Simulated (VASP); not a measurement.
Runs of VASP 6.6.1 on Al. The structure is that of space group Im-3m (No. 229), or close to it. The cells are those of the table. This isn't the form of Al at room conditions, which is fcc.

| task | level | cell | k mesh | cutoff (eV) | smearing | grid for exact exchange (PRECFOCK) | share of exact exchange | screening parameter | gap on the mesh (eV) | pressure (GPa) |
| --- | --- | --- | --- | --- | --- | --- | --- | --- | --- | --- |
| single point | HSE06+D3(BJ) | a = 2.756 Å, angles 109.5°, 1 atom | 7 × 7 × 7 | 400 | fermi-dirac 0.01 eV | Normal | 0.25 | 0.2079 1/Å | none | (b) |
| single point | BLYP+D3(BJ) | a = 2.712, b = 2.763, c = 2.775 Å, angles 109.0, 109.5, 109.4°, 1 atom | 9 × 9 × 9 | 520 | methfessel-paxton 0.1 eV | - | - | - | none | -0.6 |
| single point | HSE06 | a = 2.756 Å, angles 109.5°, 1 atom | 8 × 8 × 8 | 520 | fermi-dirac 0.05 eV | Normal | 0.25 | 0.2079 1/Å | none | 3.3 |
| single point | HSE06 | a = 2.719 Å, angles 109.5°, 1 atom | 8 × 8 × 8 | 520 | fermi-dirac 0.05 eV | Normal | 0.25 | 0.2079 1/Å | none | (a) |
| single point | HSE06 | a = 2.700 Å, angles 109.5°, 1 atom | 8 × 8 × 8 | 520 | fermi-dirac 0.05 eV | Normal | 0.25 | 0.2079 1/Å | none | 8.5 |
| single point | revPBE | a = 2.828 Å, angles 109.5°, 1 atom | 12 × 12 × 12 | 500 | fermi-dirac 0.05 eV | - | - | - | none | -1.0 |
| relaxation of cell and atoms | BLYP+D4 | relaxed from a = 2.756 Å, angles 109.5°, 1 atom | 12 × 12 × 12 | 600 | fermi-dirac 0.05 eV | - | - | - | none | 0.0 |

Alike in all rows: potentials or basis VASP PAW PBE potentials, release 64 (Al); no spin polarisation.

Q: Estimate the missing entries.

A: (a) 6.5; (b) -1.8.

Caveats: some runs use coarse meshes; the PAW data sets were made with another functional, which shifts forces and pressure a little; the cell stands under pressure (at least some runs); three body term missing (at least some runs).

A gap of «none» marks levels without a gap at the run's occupations.
